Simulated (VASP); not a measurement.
Write the native input for VASP 6.6.1 that does the following.

```yaml
Task: single point
Functional: PBE
Potentials_or_basis: VASP PAW PBE potentials, release 64 (Mg, B)
Cutoff: 520 eV
k_mesh: 12 × 12 × 9
Occupations: fermi-dirac, width 0.05 eV
Spin: no spin polarisation
Dipole_correction: no
Further_INCAR_settings: ALGO = Normal; EDIFF = 1e-06; NBANDS = 11
```

The structure of MgB2 lies in POSCAR:

```
MgB2
1.0
    3.1467007196      0.0000000000      0.0000000000
   -1.5733503599      2.7251227613      0.0000000000
    0.0000000000      0.0000000000      3.5230000000
Mg B
1 2
Direct
    0.0000000000      0.0000000000      0.0000000000
    0.3333333333      0.6666666667      0.5000000000
    0.6666666667      0.3333333333      0.5000000000
```

This cell differs from its parent crystal: equal xx and yy strain of +2 %.

The input as run:

INCAR

```
SYSTEM = MgB2
PREC = Accurate ; ENCUT = 520
EDIFF = 1E-6 ; ISMEAR = -1
SIGMA = 0.05 ; LREAL = .FALSE.
LASPH = .TRUE. ; NELM = 60
ALGO = Normal ; ISIF = 2
LWAVE = .FALSE. ; LCHARG = .FALSE.
GGA = PE ; NBANDS = 11
```

KPOINTS

```
Automatic mesh
0
G
  12 12 9
  0 0 0
```

Potentials or basis: VASP PAW PBE potentials, release 64 (Mg, B).

The run is started by

```console
$ cat potpaw_PBE.64/Mg/POTCAR potpaw_PBE.64/B/POTCAR > POTCAR
$ mpirun -np 1 vasp_std > vasp.out
```

Results of the run:

```
Pressure               : -7.5 GPa
Band gap on the k mesh : zero (band 4 reaches 6.83 eV, above the bottom of band 5 at 3.10 eV)
```

Caveat: the cell differs from its parent crystal (equal xx and yy strain of +2 %).

Run time: 41 s on 1 thread of Intel Xeon 8259CL, with other jobs on the host, peak memory 0.17 GiB.
